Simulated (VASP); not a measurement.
# CeRh3Au2 in VASP: further runs, part 2 of 2

VASP 6.6.1. The steps go on from the part before.

## Step 4: Single point, r2SCAN

Input file POSCAR:

```
CeRh3Au2
1.0
    5.5972480000      0.0000000000      0.0000000000
   -2.7986240000      4.8473620000      0.0000000000
    0.0000000000      0.0000000000      4.3250570000
Rh Ce Au
3 1 2
Direct
    0.5000000000      0.0000000000      0.5000000000
    0.5000000000      0.5000000000      0.5000000000
    0.0000000000      0.5000000000      0.5000000000
    0.0000000000      0.0000000000      0.0000000000
    0.3333000000      0.6667000000      0.0000000000
    0.6666000000      0.3333000000      0.0000000000
```

Input file INCAR.step1:

```
SYSTEM = CeRh3Au2
ALGO = Normal ; EDIFF = 1E-5
ENCUT = 800 ; GGA = PE
GGA_COMPAT = .FALSE. ; ISMEAR = -1
ISYM = -1 ; KPAR = 1
LASPH = .TRUE. ; LCHARG = .FALSE.
LMAXMIX = 6 ; LREAL = .FALSE.
LWAVE = .TRUE. ; NBANDS = 48
NELM = 200 ; PREC = Accurate
SIGMA = 0.0749
```

Input file INCAR.step2:

```
SYSTEM = CeRh3Au2
ALGO = Normal ; EDIFF = 1E-6
ENCUT = 800 ; GGA_COMPAT = .FALSE.
ISIF = 2 ; ISMEAR = -1
ISTART = 1 ; ISYM = -1
KPAR = 1 ; LASPH = .TRUE.
LCHARG = .FALSE. ; LMAXMIX = 6
LMIXTAU = .TRUE. ; LREAL = .FALSE.
LWAVE = .FALSE. ; METAGGA = R2SCAN
NBANDS = 48 ; NELM = 200
PREC = Accurate ; SIGMA = 0.0749
```

Input file KPOINTS:

```
explicit points
32
Reciprocal
  0.12500000   0.12500000   0.12500000 2
  0.12500000   0.12500000   0.37500000 2
  0.12500000   0.12500000   0.62500000 2
  0.12500000   0.12500000   0.87500000 2
  0.12500000   0.37500000   0.12500000 2
  0.12500000   0.37500000   0.37500000 2
  0.12500000   0.37500000   0.62500000 2
  0.12500000   0.37500000   0.87500000 2
  0.12500000   0.62500000   0.12500000 2
  0.12500000   0.62500000   0.37500000 2
  0.12500000   0.62500000   0.62500000 2
  0.12500000   0.62500000   0.87500000 2
  0.12500000   0.87500000   0.12500000 2
  0.12500000   0.87500000   0.37500000 2
  0.12500000   0.87500000   0.62500000 2
  0.12500000   0.87500000   0.87500000 2
  0.37500000   0.12500000   0.12500000 2
  0.37500000   0.12500000   0.37500000 2
  0.37500000   0.12500000   0.62500000 2
  0.37500000   0.12500000   0.87500000 2
  0.37500000   0.37500000   0.12500000 2
  0.37500000   0.37500000   0.37500000 2
  0.37500000   0.37500000   0.62500000 2
  0.37500000   0.37500000   0.87500000 2
  0.37500000   0.62500000   0.12500000 2
  0.37500000   0.62500000   0.37500000 2
  0.37500000   0.62500000   0.62500000 2
  0.37500000   0.62500000   0.87500000 2
  0.37500000   0.87500000   0.12500000 2
  0.37500000   0.87500000   0.37500000 2
  0.37500000   0.87500000   0.62500000 2
  0.37500000   0.87500000   0.87500000 2
```

Potentials or basis: VASP PAW PBE potentials, release 64 (Rh_pv, Ce, Au).

On the command line:

```console
> cat potpaw_PBE.64/Rh_pv/POTCAR potpaw_PBE.64/Ce/POTCAR potpaw_PBE.64/Au/POTCAR > POTCAR
> cp INCAR.step1 INCAR
> mpirun -np 4 vasp_std > vasp.out
> cp INCAR.step2 INCAR
> mpirun -np 4 vasp_std > vasp.out
```

OUTCAR:

```text
SYSTEM = CeRh3Au2
   EDIFF = 1E-6
   ENCUT = 800
   ISIF = 2
   ISMEAR = -1
   ISTART = 1
   ISYM = -1
   LASPH = .TRUE.
   LREAL = .FALSE.
   METAGGA = R2SCAN
   NELM = 200
   PREC = Accurate

 ion  position               nearest neighbor table
   1  0.500  0.000  0.500-   5 2.70   6 2.70   5 2.70   6 2.70   2 2.80   3 2.80   2 2.80   3 2.80

   2  0.500  0.500  0.500-   6 2.70   6 2.70   5 2.70   5 2.70   3 2.80   3 2.80   1 2.80   1 2.80

   3  0.000  0.500  0.500-   5 2.70   5 2.70   6 2.70   6 2.70   2 2.80   2 2.80   1 2.80   1 2.80

   4  0.000  0.000  0.000-   6 3.23   5 3.23   6 3.23   5 3.23   6 3.23   5 3.23
   5  0.333  0.667  0.000-   3 2.70   3 2.70   1 2.70   1 2.70   2 2.70   2 2.70   4 3.23   6 3.23
                             4 3.23   6 3.23   6 3.23   4 3.23
   6  0.667  0.333  0.000-   2 2.70   2 2.70   1 2.70   1 2.70   3 2.70   3 2.70   4 3.23   5 3.23
                             4 3.23   5 3.23   5 3.23   4 3.23

IMPORTANT INFORMATION: All symmetrisations will be switched off!
NOSYMM: (Re-)initialisation of all symmetry stuff for point group C_1.

----------------------------------------------------------------------------------------

                                     Primitive cell

  volume of cell :     117.3470

  direct lattice vectors                    reciprocal lattice vectors
     5.597248000  0.000000000  0.000000000     0.178659227  0.103148888  0.000000000
    -2.798624000  4.847362000  0.000000000     0.000000000  0.206297776  0.000000000
     0.000000000  0.000000000  4.325057000     0.000000000  0.000000000  0.231210826

  length of vectors
     5.597248000  5.597250633  4.325057000     0.206297873  0.206297776  0.231210826

  position of ions in fractional coordinates (direct lattice)
     0.500000000  0.000000000  0.500000000
     0.500000000  0.500000000  0.500000000
     0.000000000  0.500000000  0.500000000
     0.000000000  0.000000000  0.000000000
     0.333300000  0.666700000  0.000000000
     0.666600000  0.333300000  0.000000000

  ion indices of the primitive-cell ions
   primitive index   ion index
                 1           1
                 2           2
                 3           3
                 4           4
                 5           5
                 6           6

----------------------------------------------------------------------------------------

 KPOINTS: explicit points

Read explicit list of k-points.

 Found     32 k-points:

 Following reciprocal coordinates:
            Coordinates               Weight
  0.125000  0.125000  0.125000      0.031250
  0.125000  0.125000  0.375000      0.031250
  0.125000  0.125000  0.625000      0.031250
  0.125000  0.125000  0.875000      0.031250
  0.125000  0.375000  0.125000      0.031250
  0.125000  0.375000  0.375000      0.031250
[... 16 lines left out ...]
  0.375000  0.375000  0.625000      0.031250
  0.375000  0.375000  0.875000      0.031250
 [... further k-points ...]
   k-points           NKPTS =     32   k-points in BZ     NKDIM =     32   number of bands    NBANDS=     48
   number of dos      NEDOS =    301   number of ions     NIONS =      6
   total plane-waves  NPLWV = 116640
   dimension x,y,z NGX =    54 NGY =   54 NGZ =   40
   dimension x,y,z NGXF=   108 NGYF=  108 NGZF=   80
   ions per type =               3   1   2
   NGX,Y,Z   is equivalent  to a cutoff of  16.04, 16.04, 15.38 a.u.
   NGXF,Y,Z  is equivalent  to a cutoff of  32.08, 32.08, 30.75 a.u.
 SYSTEM =  CeRh3Au2
   PREC   = accura    normal or accurate (medium, high low for compatibility)
   ISTART =      1    job   : 0-new  1-cont  2-samecut
   ICHARG =      0    charge: 1-file 2-atom 10-const
   ISPIN  =      1    spin polarized calculation?
   LNONCOLLINEAR =      F non collinear calculations
   LSORBIT =      F    spin-orbit coupling
   LASPH  =      T    aspherical Exc in radial PAW
   ENCUT  =  800.0 eV  58.80 Ry    7.67 a.u.  12.91 12.91  9.97*2*pi/ulx,y,z
   NELM   =    200;   NELMIN=  2; NELMDL=  0     # of ELM steps
   EDIFF  = 0.1E-05   stopping-criterion for ELM
   LREAL  =      F    real-space projection
   EDIFFG = 0.1E-04   stopping-criterion for IOM
   NSW    =      0    number of steps for IOM
   IBRION =     -1    ionic relax: 0-MD 1-quasi-New 2-CG
   NFREE  =      0    steps in history (QN), initial steepest desc. (CG)
   ISIF   =      2    stress and relaxation
   ISYM   =     -1    0-nonsym 1-usesym 2-fastsym
   POTIM  = 0.5000    time-step for ionic-motion
   TEBEG  =    0.0;   TEEND  =   0.0 temperature during run
   PSTRESS=    0.0 pullay stress
   NELECT =      79.0000    total number of electrons
   NUPDOWN=      -1.0000    fix difference up-down
   EMIN   =  10.00;   EMAX   =-10.00  energy-range for DOS
   EFERMI =   0.00;   METHOD = LEGACY
   ISMEAR =    -1;   SIGMA  =   0.07  broadening in eV -4-tet -1-fermi 0-gaus
   EFERMI_NEDOS =   21; number of points for ismear=-14 and -15
   IALGO  =     38    algorithm
   IMIX   =      4    mixing-type and parameters
     AMIX     =   0.40;   BMIX     =  1.00
     AMIX_MAG =   1.60;   BMIX_MAG =  1.00
  volume/ion in A,a.u.               =      19.56       131.98
  Fermi-wavevector in a.u.,A,eV,Ry     =   1.434806  2.711391 28.009890  2.058669
  Thomas-Fermi vector in A             =   2.554174
   LORBIT       =      0    0 simple, 1 ext, 2 COOP (PROOUT), +10 PAW based schemes
   METAGGA = R2SCAN    functional components
   LHFCALC =     F    Hartree Fock is set to
   AEXX    =    0.0000 exact exchange contribution
   IVDW    =     0    specifies the selected vdW correction
   LEPSILON=     F    determine dielectric tensor
   LRPA    =     F    only Hartree local field effects (RPA)
 non-spin polarized calculation
  energy-cutoff  :      800.00
  volume of cell :      117.35
 maximum number of plane-waves:      6045
 NGX is ok and might be reduce to    54
   NGX = 25   NGY = 25   NGZ = 19

 number of electron      78.9999999 magnetization

 Free energy of the ion-electron system (eV)
  ---------------------------------------------------
  ext. energy  EPLUGINS =         0.00000000
  ---------------------------------------------------
  free energy    TOTEN  =      -206.31029176 eV

  energy without entropy =     -206.10927253  energy(sigma->0) =     -206.20978214

 E-fermi :   8.4870     XC(G=0): -12.8373

 val. band max:        8.4771662968   @ k =   0.1250   0.3750   0.6250
 cond. band min:       8.5182008119   @ k =   0.3750   0.8750   0.6250
 fundamental gap:      0.0410345151
 Fermi energy:         8.4869575698

 k-point     1 :       0.1250    0.1250    0.1250
  band No.  band energies     occupation
      1     -39.1748      2.00000
      2     -38.9454      2.00000
      3     -38.9259      2.00000
      4     -38.9113      2.00000
      5     -38.8909      2.00000
      6     -38.8871      2.00000
[... 40 lines left out ...]
     47       8.9961      0.00223
     48       9.7620      0.00000

 k-point     2 :       0.1250    0.1250    0.3750
  band No.  band energies     occupation
      1     -39.1725      2.00000
      2     -38.9457      2.00000
      3     -38.9294      2.00000
      4     -38.9119      2.00000
      5     -38.8904      2.00000
      6     -38.8869      2.00000
[... 40 lines left out ...]
     47       8.9249      0.00576
     48       9.0788      0.00074

 k-point     3 :       0.1250    0.1250    0.6250
  band No.  band energies     occupation
      1     -39.1725      2.00000
      2     -38.9457      2.00000
      3     -38.9294      2.00000
      4     -38.9119      2.00000
      5     -38.8904      2.00000
      6     -38.8869      2.00000
[... 1060 lines left out ...]
     47       8.8680      0.01227
     48       9.5188      0.00000

 k-point    24 :       0.3750    0.3750    0.8750
  band No.  band energies     occupation
      1     -39.0638      2.00000
      2     -39.0349      2.00000
      3     -38.9130      2.00000
      4     -38.9058      2.00000
      5     -38.8851      2.00000
      6     -38.8826      2.00000
[... 40 lines left out ...]
     47       8.9000      0.00802
     48       8.9129      0.00676

 [... further k-points ...]

------------------------ aborting loop because EDIFF is reached ----------------------------------------

  FORCE on cell =-STRESS in cart. coord.  units (eV):
  Direction    XX          YY          ZZ          XY          YZ          ZX
  --------------------------------------------------------------------------------------
  -------------------------------------------------------------------------------------
  Total       -8.4207182     -8.1093350     -2.9155040      0.2653157      0.0000010      0.0000005
  in kB     -114.9708861   -110.7194660    -39.8063524      3.6224436      0.0000131      0.0000067
  external PRESSURE =     -88.4989015 kB  Pullay stress =       0.0000000 kB

 VOLUME and BASIS-vectors are now :
 -----------------------------------------------------------------------------
  energy-cutoff  :      800.00
  volume of cell :      117.35
      direct lattice vectors                 reciprocal lattice vectors
     5.597248000  0.000000000  0.000000000     0.178659227  0.103148888  0.000000000
    -2.798624000  4.847362000  0.000000000     0.000000000  0.206297776  0.000000000
     0.000000000  0.000000000  4.325057000     0.000000000  0.000000000  0.231210826

 POSITION                                       TOTAL-FORCE (eV/Angst)
 -----------------------------------------------------------------------------------
      2.79862      0.00000      2.16253         0.000140      0.000009     -0.000001
      1.39931      2.42368      2.16253        -0.001144      0.000742     -0.000001
     -1.39931      2.42368      2.16253        -0.001163     -0.000781      0.000001
      0.00000      0.00000      0.00000        -0.000871     -0.000004      0.000000
     -0.00028      3.23174      0.00000        -0.017546      0.009802      0.000000
      2.79834      1.61563      0.00000         0.020583     -0.009768      0.000000
 -----------------------------------------------------------------------------------
    total drift:                               -0.000006     -0.000000     -0.000000

  FREE ENERGIE OF THE ION-ELECTRON SYSTEM (eV)
  ---------------------------------------------------
  free  energy   TOTEN  =      -206.3102917595 eV

  energy  without entropy=     -206.1092725273  energy(sigma->0) =     -206.20978214
```

It took 9 min on 4 MPI ranks of Intel Xeon Platinum 8488C (Sapphire Rapids), shared host; peak memory 0.33 GiB.

Results:

```
Free energy            : -206.3103 eV
Pressure               : -8.8 GPa
Largest force          : 0.023 eV/Å
Band gap on the k mesh : zero (an odd number of electrons rules out a gap without spin polarisation)
```

Forces in eV/Å, atoms in the order of the input:
```
Rh   0.000  0.000  0.000
Rh  -0.001  0.001  0.000
Rh  -0.001 -0.001  0.000
Ce  -0.001  0.000  0.000
Au  -0.018  0.010  0.000
Au   0.021 -0.010  0.000
```

Stress tensor (GPa, compression positive):
```
-11.50   0.36   0.00
  0.36 -11.07   0.00
  0.00   0.00  -3.98
```

Caveat: the stress differs along the axes, from -11 to -4 GPa; the PAW data sets were made with another functional, which shifts forces and pressure a little; spin-orbit coupling is left out, which moves the levels of the heavy elements; semilocal functionals describe open f shells poorly, which spoils levels, moments and volumes.

The gap in the log of VASP goes by the Fermi energy; the results here count the filled bands.